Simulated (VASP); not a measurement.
# Si5Sn (P-62m) in VASP: further runs

Runs on Si5Sn. Level: PBE. Tasks: single point, relaxation of cell and atoms.

Program: VASP 6.6.1. These are calculated values, not measurements. Logs are shortened: lines on timing, memory, paths and dates and some standing lists are left out, and cuts for length are marked.

## 1. The cell of the first run

The structure is hexagonal, space group P-62m (No. 189). Conventional cell: a = 5.043 Å, b = 5.043 Å, c = 4.713 Å, α = 90.00°, β = 90.00°, γ = 120.00°. Si (site symmetry m2m) has 10 Si at 2.89 to 2.93 Å and 2 Sn at 2.90 Å within 3.8 Å. Within 3.8 Å of Si (site symmetry -6) lie 9 Si at 2.89 to 2.91 Å and 3 Sn at 2.91 Å. Within 3.8 Å of Sn (site symmetry -62m) lie 12 Si at 2.90 to 2.91 Å.

The cell was built from a structure type or drawn by symmetry, and may not be a known phase.

## 2. Single point, PBE

Input file INCAR:

```
ALGO = Normal
EDIFF = 1E-6
ENCUT = 520
GGA = PE
ISIF = 2
ISMEAR = 0
LASPH = T
LCHARG = T
LELF = T
LREAL = F
LVHAR = T
LWAVE = F
NBANDS = 26
NELM = 80
PREC = Accurate
SIGMA = 0.1
```

Input file KPOINTS:

```
k-points
0
Gamma
  6 6 4
```

Input file POSCAR:

```
Si5Sn
1.0
    5.0430622000      0.0000000000      0.0000000000
   -2.5215311000      4.3674199700      0.0000000000
    0.0000000000      0.0000000000      4.7128823800
Si Sn
5 1
Direct
    0.6647854400      0.6647854400      0.0000000000
    0.3333333300      0.6666666700      0.5000000000
    0.0000000000      0.3352145600      0.0000000000
    0.3352145600      0.0000000000      0.0000000000
    0.6666666700      0.3333333300      0.5000000000
    0.0000000000      0.0000000000      0.5000000000
```

Potentials or basis: VASP PAW PBE potentials, release 64 (Si, Sn_d).

The run is started by

```bash
> cat potpaw_PBE.64/Si/POTCAR potpaw_PBE.64/Sn_d/POTCAR > POTCAR
> mpirun -np 1 vasp_std > vasp.out
```

OUTCAR:

```text
EDIFF = 1E-6
   ENCUT = 520
   GGA = PE
   ISIF = 2
   ISMEAR = 0
   LASPH = T
   LREAL = F
   NELM = 80
   PREC = Accurate

 ion  position               nearest neighbor table
   1  0.665  0.665  0.000-   5 2.89   5 2.89   2 2.89   2 2.89   6 2.90   6 2.90   4 2.90   4 2.90
                             3 2.90   3 2.90   3 2.93   4 2.93
   2  0.333  0.667  0.500-   4 2.89   4 2.89   3 2.89   3 2.89   1 2.89   1 2.89   5 2.91   6 2.91
                             5 2.91   6 2.91   6 2.91   5 2.91
   3  0.000  0.335  0.000-   5 2.89   5 2.89   2 2.89   2 2.89   6 2.90   6 2.90   4 2.90   4 2.90
                             1 2.90   1 2.90   1 2.93   4 2.93
   4  0.335  0.000  0.000-   2 2.89   2 2.89   5 2.89   5 2.89   6 2.90   6 2.90   1 2.90   3 2.90
                             1 2.90   3 2.90   3 2.93   1 2.93
   5  0.667  0.333  0.500-   3 2.89   3 2.89   4 2.89   4 2.89   1 2.89   1 2.89   2 2.91   2 2.91
                             6 2.91   6 2.91   6 2.91   2 2.91
   6  0.000  0.000  0.500-   1 2.90   3 2.90   1 2.90   3 2.90   4 2.90   4 2.90   5 2.91   2 2.91
                             2 2.91   5 2.91   5 2.91   2 2.91

  LATTYP: Found a hexagonal cell.
 ALAT       =     5.0430622000
 C/A-ratio  =     0.9345279104

  Lattice vectors:

 A1 = (   5.0430622000,   0.0000000000,   0.0000000000)
 A2 = (  -2.5215311000,   4.3674199700,   0.0000000000)
 A3 = (   0.0000000000,   0.0000000000,   4.7128823800)

Analysis of symmetry for initial positions (statically):
=====================================================================
 Subroutine PRICEL returns:
 Original cell was already a primitive cell.

 Routine SETGRP: Setting up the symmetry group for a
 hexagonal supercell.

 Subroutine GETGRP returns: Found 12 space group operations
 (whereof 12 operations were pure point group operations)
 out of a pool of 24 trial point group operations.

The static configuration has the point symmetry D_3h.

Analysis of symmetry for dynamics (positions and initial velocities):
=====================================================================
 Subroutine PRICEL returns:
 Original cell was already a primitive cell.

 Routine SETGRP: Setting up the symmetry group for a
 hexagonal supercell.

 Subroutine GETGRP returns: Found 12 space group operations
 (whereof 12 operations were pure point group operations)
 out of a pool of 24 trial point group operations.

The dynamic configuration has the point symmetry D_3h.

 Subroutine INISYM returns: Found 12 space group operations
 (whereof 12 operations are pure point group operations),
 and found     1 'primitive' translations

[... 105 lines left out ...]
   ISYM   =      2    0-nonsym 1-usesym 2-fastsym
   POTIM  = 0.5000    time-step for ionic-motion
   TEBEG  =    0.0;   TEEND  =   0.0 temperature during run
   PSTRESS=    0.0 pullay stress
   NELECT =      34.0000    total number of electrons
   NUPDOWN=      -1.0000    fix difference up-down
   EMIN   =  10.00;   EMAX   =-10.00  energy-range for DOS
   EFERMI =   0.00;   METHOD = LEGACY
   ISMEAR =     0;   SIGMA  =   0.10  broadening in eV -4-tet -1-fermi 0-gaus
   EFERMI_NEDOS =   21; number of points for ismear=-14 and -15
   IALGO  =     38    algorithm
   IMIX   =      4    mixing-type and parameters
     AMIX     =   0.40;   BMIX     =  1.00
     AMIX_MAG =   1.60;   BMIX_MAG =  1.00
  volume/ion in A,a.u.               =      17.30       116.75
  Fermi-wavevector in a.u.,A,eV,Ry     =   1.128494  2.132544 17.326996  1.273498
  Thomas-Fermi vector in A             =   2.265184
   LORBIT       =      0    0 simple, 1 ext, 2 COOP (PROOUT), +10 PAW based schemes
   GGA     = PE    functional components
   LHFCALC =     F    Hartree Fock is set to
   AEXX    =    0.0000 exact exchange contribution
   IVDW    =     0    specifies the selected vdW correction
   LEPSILON=     F    determine dielectric tensor
   LRPA    =     F    only Hartree local field effects (RPA)
 non-spin polarized calculation
 Gauss-broadening in eV      SIGMA  =   0.10
  energy-cutoff  :      520.00
  volume of cell :      103.80
 maximum number of plane-waves:      2815
 NGX is ok and might be reduce to    40
   NGX = 19   NGY = 19   NGZ = 17

 number of electron      33.9999994 magnetization

 Free energy of the ion-electron system (eV)
  ---------------------------------------------------
  ext. energy  EPLUGINS =         0.00000000
  ---------------------------------------------------
  free energy    TOTEN  =       -27.35822092 eV

  energy without entropy =      -27.33879872  energy(sigma->0) =      -27.34850982

 E-fermi :   9.1114     XC(G=0): -10.8557

 val. band max:        9.1092779207   @ k =   0.3333   0.1667   0.2500
 cond. band min:       9.1267081303   @ k =   0.5000  -0.0000   0.2500
 fundamental gap:      0.0174302096
 Fermi energy:         9.1113602088

 k-point     1 :       0.0000    0.0000    0.0000
  band No.  band energies     occupation
      1     -12.5060      2.00000
      2     -12.4967      2.00000
      3     -12.4967      2.00000
      4     -12.4858      2.00000
      5     -12.4858      2.00000
      6      -4.1604      2.00000
[... 598 lines left out ...]
     25      13.5802      0.00000
     26      13.6437      0.00000

------------------------ aborting loop because EDIFF is reached ----------------------------------------

  FORCE on cell =-STRESS in cart. coord.  units (eV):
  Direction    XX          YY          ZZ          XY          YZ          ZX
  --------------------------------------------------------------------------------------
  -------------------------------------------------------------------------------------
  Total       -1.2969525     -1.2969525     -0.1727317      0.0000000      0.0000000     -0.0000000
  in kB      -20.0183733    -20.0183732     -2.6661027      0.0000000      0.0000000     -0.0000000
  external PRESSURE =     -14.2342831 kB  Pullay stress =       0.0000000 kB

 VOLUME and BASIS-vectors are now :
 -----------------------------------------------------------------------------
  energy-cutoff  :      520.00
  volume of cell :      103.80
      direct lattice vectors                 reciprocal lattice vectors
     5.043062200  0.000000000  0.000000000     0.198292220  0.114484067  0.000000000
    -2.521531100  4.367419970  0.000000000     0.000000000  0.228968134  0.000000000
     0.000000000  0.000000000  4.712882380     0.000000000  0.000000000  0.212184375

 POSITION                                       TOTAL-FORCE (eV/Angst)
 -----------------------------------------------------------------------------------
      1.67628      2.90340      0.00000        -0.326689     -0.565842     -0.000000
     -0.00000      2.91161      2.35644        -0.000000      0.000000      0.000000
     -0.84525      1.46402      0.00000        -0.326689      0.565842      0.000000
      1.69051      0.00000      0.00000         0.653378      0.000000      0.000000
      2.52153      1.45581      2.35644         0.000000      0.000000      0.000000
      0.00000      0.00000      2.35644        -0.000000      0.000000      0.000000
 -----------------------------------------------------------------------------------
    total drift:                               -0.000000     -0.000000      0.000000

  FREE ENERGIE OF THE ION-ELECTRON SYSTEM (eV)
  ---------------------------------------------------
  free  energy   TOTEN  =       -27.3582209196 eV

  energy  without entropy=      -27.3387987193  energy(sigma->0) =      -27.34850982
```

stdout:

```text
POSCAR found type information on POSCAR SiSn
 POSCAR found :  2 types and       6 ions
 scaLAPACK will be used
 LDA part: xc-table for (Slater+PW92), standard interpolation
 POSCAR, INCAR and KPOINTS ok, starting setup
 FFT: planning ... GRIDC
 FFT: planning ... GRID_SOFT
 FFT: planning ... GRID
 WAVECAR not read
 entering main loop
```

Wall time 33 s (1 thread of AMD EPYC 9R45 (Zen 5), shared host); peak memory 0.21 GiB.

Results:

| Item | Value |
| --- | --- |
| Free energy | -27.3582 eV |
| Pressure | -1.4 GPa |
| Largest force | 0.653 eV/Å |
| Band gap on the k mesh | zero (bands 17 and 18 overlap by 4.21 eV) |

Forces on the atoms (eV/Å):
```
Si  -0.327 -0.566  0.000
Si   0.000  0.000  0.000
Si  -0.327  0.566  0.000
Si   0.653  0.000  0.000
Si   0.000  0.000  0.000
Sn   0.000  0.000  0.000
```

Stress tensor (GPa, compression positive):
```
-2.00  0.00  0.00
 0.00 -2.00  0.00
 0.00  0.00 -0.27
```

Levels at points of the mesh, in eV from the Fermi level:
| k point | band 13 | band 14 | band 15 | band 16 | band 17 | band 18 | band 19 | band 20 | band 21 | band 22 |
| --- | --- | --- | --- | --- | --- | --- | --- | --- | --- | --- |
| (0.00, 0.00, 0.00) | -4.51 | -4.51 | -0.02 | 0.12 | 0.12 | 0.37 | 0.40 | 0.40 | 0.43 | 0.43 |
| (0.50, 0.00, 0.00) | -4.14 | -1.71 | -1.41 | -1.33 | -0.46 | -0.34 | 0.52 | 0.52 | 0.54 | 2.56 |
| (0.00, 0.00, 0.50) | -4.06 | -4.06 | -4.01 | -2.95 | -2.95 | -2.93 | -2.93 | 1.32 | 1.38 | 6.02 |
| (0.50, 0.00, 0.50) | -5.24 | 0.82 | 0.96 | 1.06 | 1.28 | 1.65 | 1.84 | 1.90 | 1.93 | 3.17 |

Caveat: spin-orbit coupling is left out, which moves the levels of the heavy elements.

## 3. Relaxation of cell and atoms, PBE

Input file INCAR:

```
SYSTEM = Si5Sn
PREC = Accurate
ENCUT = 600
EDIFF = 1E-6
ISMEAR = 0
SIGMA = 0.1
LREAL = .FALSE.
LASPH = .TRUE.
NELM = 60
ALGO = Normal
ISIF = 3
LWAVE = .FALSE.
LCHARG = .FALSE.
GGA = PE
IBRION = 2
NSW = 90
EDIFFG = -0.04
```

Input file KPOINTS:

```
regular mesh
0
G
  6 6 4
  0 0 0
```

POSCAR is that of step 2.

Potentials or basis: VASP PAW PBE potentials, release 64 (Si, Sn_d).

The run is started by

```bash
> cat potpaw_PBE.64/Si/POTCAR potpaw_PBE.64/Sn_d/POTCAR > POTCAR
> mpirun -np 1 vasp_std > vasp.out
```

OUTCAR:

```text
SYSTEM = Si5Sn
   PREC = Accurate
   ENCUT = 600
   EDIFF = 1E-6
   ISMEAR = 0
   LREAL = .FALSE.
   LASPH = .TRUE.
   NELM = 60
   ISIF = 3
   GGA = PE
   IBRION = 2
   NSW = 90
   EDIFFG = -0.04

 ion  position               nearest neighbor table
   1  0.665  0.665  0.000-   5 2.89   5 2.89   2 2.89   2 2.89   6 2.90   6 2.90   4 2.90   4 2.90
                             3 2.90   3 2.90   3 2.93   4 2.93
   2  0.333  0.667  0.500-   4 2.89   4 2.89   3 2.89   3 2.89   1 2.89   1 2.89   5 2.91   6 2.91
                             5 2.91   6 2.91   6 2.91   5 2.91
   3  0.000  0.335  0.000-   5 2.89   5 2.89   2 2.89   2 2.89   6 2.90   6 2.90   4 2.90   4 2.90
                             1 2.90   1 2.90   1 2.93   4 2.93
   4  0.335  0.000  0.000-   2 2.89   2 2.89   5 2.89   5 2.89   6 2.90   6 2.90   1 2.90   3 2.90
                             1 2.90   3 2.90   3 2.93   1 2.93
   5  0.667  0.333  0.500-   3 2.89   3 2.89   4 2.89   4 2.89   1 2.89   1 2.89   2 2.91   2 2.91
                             6 2.91   6 2.91   6 2.91   2 2.91
   6  0.000  0.000  0.500-   1 2.90   3 2.90   1 2.90   3 2.90   4 2.90   4 2.90   5 2.91   2 2.91
                             2 2.91   5 2.91   5 2.91   2 2.91

[... 823 lines left out ...]

------------------------ aborting loop because EDIFF is reached ----------------------------------------
[... 75 lines left out ...]
--------------------------------------- Ionic step       39  -------------------------------------------

 number of electron      33.9999994 magnetization

 Free energy of the ion-electron system (eV)
  ---------------------------------------------------
  ext. energy  EPLUGINS =         0.00000000
  ---------------------------------------------------
  free energy    TOTEN  =       -27.83659150 eV

  energy without entropy =      -27.82731230  energy(sigma->0) =      -27.83195190

 E-fermi :   8.9742     XC(G=0): -10.7514

 val. band max:        8.9368130017   @ k =   0.3333   0.0000   0.2500
 cond. band min:       9.0487969367   @ k =   0.5000  -0.0000   0.2500
 fundamental gap:      0.1119839350
 Fermi energy:         8.9741532131

 k-point     1 :       0.0000    0.0000    0.0000
  band No.  band energies     occupation
      1     -12.7187      2.00000
      2     -12.6839      2.00000
      3     -12.6839      2.00000
      4     -12.6594      2.00000
      5     -12.6594      2.00000
      6      -4.4963      2.00000
[... 526 lines left out ...]
  FREE ENERGIE OF THE ION-ELECTRON SYSTEM (eV)
  ---------------------------------------------------
  free  energy   TOTEN  =       -27.8365914986 eV

  energy  without entropy=      -27.8273122982  energy(sigma->0) =      -27.83195190

 reached required accuracy - stopping structural energy minimisation
```

OSZICAR:

```text
N       E                     dE             d eps       ncg     rms          rms(c)
DAV:   1     0.222336119720E+03    0.22234E+03   -0.16315E+04   882   0.192E+03
DAV:   2    -0.902806220640E+00   -0.22324E+03   -0.21627E+03   887   0.420E+02
DAV:   3    -0.260991650550E+02   -0.25196E+02   -0.23962E+02  1099   0.111E+02
DAV:   4    -0.274641386041E+02   -0.13650E+01   -0.12807E+01  1126   0.202E+01
[... 321 lines left out ...]
DAV:   2    -0.278376869407E+02    0.18403E-02   -0.45169E-03  1183   0.540E-01    0.178E-01
DAV:   3    -0.278365931714E+02    0.10938E-02   -0.17618E-03  1194   0.293E-01    0.185E-02
DAV:   4    -0.278365926769E+02    0.49455E-06   -0.13543E-04  1041   0.916E-02    0.120E-02
DAV:   5    -0.278365918113E+02    0.86555E-06   -0.11484E-05  1207   0.249E-02    0.434E-03
DAV:   6    -0.278365914986E+02    0.31275E-06   -0.88893E-07   576   0.834E-03
  39 F= -.27836591E+02 E0= -.27831952E+02  d E =-.263633E-02
```

Run time: 10 min. Hardware: 1 thread of AMD EPYC 9R45 (Zen 5), shared host; peak memory 0.25 GiB.

What came out:

```
Free energy                           : -27.8366 eV
Relaxed volume                        : 17.38 Å³/atom
Relaxed cell                          : a = 5.087 Å, b = 5.087 Å, c = 4.653 Å, α = 90.00°, β = 90.00°, γ = 120.00°
Space group after relaxing (to 0.1 Å) : P-62m (No. 189)
Energy gained by relaxing             : 79.7 meV/atom
Ionic steps                           : 39
Pressure after relaxing               : 0.2 GPa
Largest force after relaxing          : 0.035 eV/Å
Band gap on the k mesh                : zero (bands 17 and 18 overlap by 4.01 eV)
```

Forces on the atoms (eV/Å):
```
Si  -0.017 -0.030  0.000
Si   0.000  0.000  0.000
Si  -0.017  0.030  0.000
Si   0.035  0.000  0.000
Si   0.000  0.000  0.000
Sn   0.000  0.000  0.000
```

Stress tensor (GPa, compression positive):
```
0.18 0.00 0.00
0.00 0.18 0.00
0.00 0.00 0.29
```

The path:
| step | energy change (eV) | largest force (eV/Å) | pressure (GPa) | volume (Å³) |
| --- | --- | --- | --- | --- |
| 1 | 0.0000 | 0.6532 | -1.40 | 103.80 |
| 2 | -0.0749 | 0.6072 | 0.03 | 101.54 |
| 3 | -0.0840 | 0.3116 | 5.60 | 95.30 |
| 4 | -0.1253 | 0.4784 | 2.40 | 98.50 |
| 5 | -0.1791 | 0.3767 | 1.39 | 99.64 |
| 6 | -0.2374 | 0.1926 | -0.80 | 102.71 |
| 7 | -0.2811 | 0.2034 | -1.02 | 103.13 |
| 8 | -0.3889 | 0.1705 | -1.40 | 104.33 |
| 9 | -0.3574 | 0.0063 | -2.50 | 106.49 |
| 10 | -0.3733 | 0.0294 | -2.15 | 106.00 |
| 11 | -0.4108 | 0.1004 | -1.71 | 105.19 |
| 12 | -0.4112 | 0.1357 | -1.52 | 104.77 |
| 13 | -0.4133 | 0.1187 | -1.60 | 104.97 |
| 14 | -0.4311 | 0.0871 | -0.12 | 103.01 |
| 15 | -0.4323 | 0.0767 | 0.42 | 102.36 |
| 16 | -0.4395 | 0.0687 | 0.50 | 102.37 |
| 17 | -0.4406 | 0.0625 | 0.55 | 102.36 |
| 18 | -0.4430 | 0.0658 | -0.09 | 103.23 |
| 19 | -0.4431 | 0.0667 | -0.26 | 103.47 |
| 20 | -0.4447 | 0.0621 | -0.27 | 103.50 |
| 21 | -0.4461 | 0.0545 | -0.28 | 103.62 |
| 22 | -0.4469 | 0.0512 | -0.20 | 103.55 |
| 23 | -0.4488 | 0.0412 | -0.01 | 103.35 |
| 24 | -0.4508 | 0.0264 | 0.39 | 102.96 |
| 25 | -0.4512 | 0.0238 | 0.59 | 102.77 |
| 26 | -0.4537 | 0.0298 | 0.35 | 103.18 |
| 27 | -0.4597 | 0.0666 | -0.28 | 104.41 |
| 28 | -0.4608 | 0.0592 | -1.54 | 106.90 |
| 29 | -0.4635 | 0.0775 | -0.78 | 105.42 |
| 30 | -0.4639 | 0.0704 | -1.15 | 106.11 |
| 31 | -0.4640 | 0.0743 | -0.99 | 105.81 |
| 32 | -0.4651 | 0.0699 | -1.01 | 105.89 |
| 33 | -0.4668 | 0.0561 | -1.06 | 106.15 |
| 34 | -0.4689 | 0.0531 | -0.86 | 105.89 |
| 35 | -0.4736 | 0.0445 | -0.33 | 105.13 |
| 36 | -0.4742 | 0.0286 | 0.81 | 103.62 |
| 37 | -0.4753 | 0.0355 | 0.30 | 104.29 |
| 38 | -0.4765 | 0.0356 | 0.27 | 104.29 |
| 39 | -0.4780 | 0.0348 | 0.21 | 104.29 |

Final structure:
```
Si Sn
1.0
     5.08716    0.00000    0.00000
    -2.54358    4.40561    0.00000
     0.00000    0.00000    4.65310
Si Sn
5 1
Direct
  0.53024 0.53024 0.00000
  0.33333 0.66667 0.50000
  0.00000 0.46976 0.00000
  0.46976 0.00000 0.00000
  0.66667 0.33333 0.50000
  0.00000 0.00000 0.50000
```

Caveat: spin-orbit coupling is left out, which moves the levels of the heavy elements.
